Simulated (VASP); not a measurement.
A run of VASP 6.6.1 is set up as follows.

INCAR

```
SYSTEM = Si
PREC = Accurate
ENCUT = 520
EDIFF = 1E-7
ISMEAR = -1
SIGMA = 0.05
LREAL = Auto
LASPH = .True.
NELM = 80
ALGO = Normal
ISIF = 2
LWAVE = .False.
LCHARG = .True.
GGA = PE
LELF = .True.
LVHAR = .True.
NBANDS = 48
```

Contents of KPOINTS:

```
regular mesh
0
Gamma
  2 2 2
  0 0 0
```

The input POSCAR:

```
Si
1.0
    0.0000000000      5.4300000000      5.4300000000
    5.4300000000      0.0000000000      5.4300000000
    5.4300000000      5.4300000000      0.0000000000
Si
17
Direct
    0.0053294659      0.0006703499     -0.0069007366
    0.1296872007      0.1155059853      0.1258921731
    0.0076353591     -0.0191937385      0.5042788214
    0.1358995396      0.1214332413      0.6211686004
   -0.0103093923      0.4889152855      0.0322745856
    0.1297738490      0.6286721915      0.1258985267
    0.0077388582      0.5072357274      0.5043418048
    0.1130308471      0.6127350829      0.6613660221
    0.5017107735      0.0010641805     -0.0071901473
    0.6316863720      0.1303274401      0.1072561694
    0.5069380295      0.0060560773      0.4806133517
    0.6216895028      0.1216526703      0.6210500921
    0.5018240331      0.5040317680     -0.0072652855
    0.6160707182      0.6289858195      0.1256270718
    0.4803398711      0.5076595764      0.5041888582
    0.6217372007      0.6354217311      0.6210710866
    0.8579213628      0.3584714549      0.4252977901
```

Potentials or basis: VASP PAW PBE potentials, release 64 (Si).

Launch:

```console
$ cat potpaw_PBE.64/Si/POTCAR > POTCAR
$ mpirun -np 1 vasp_std > vasp.out
```

Task: Estimate the largest force.

Result: 0.356 eV/Å.

Task: Estimate the pressure.

Result: 5.1 GPa.

Task: Predict the band gap on the k mesh.

Result: Zero (band 34 reaches 6.90 eV, above the bottom of band 35 at 6.76 eV).

Stress tensor (GPa, compression positive):
```
 5.09 -0.20  0.20
-0.20  5.07  0.21
 0.20  0.21  5.09
```

Caveat: the k points lie up to 0.50 Å⁻¹ apart.
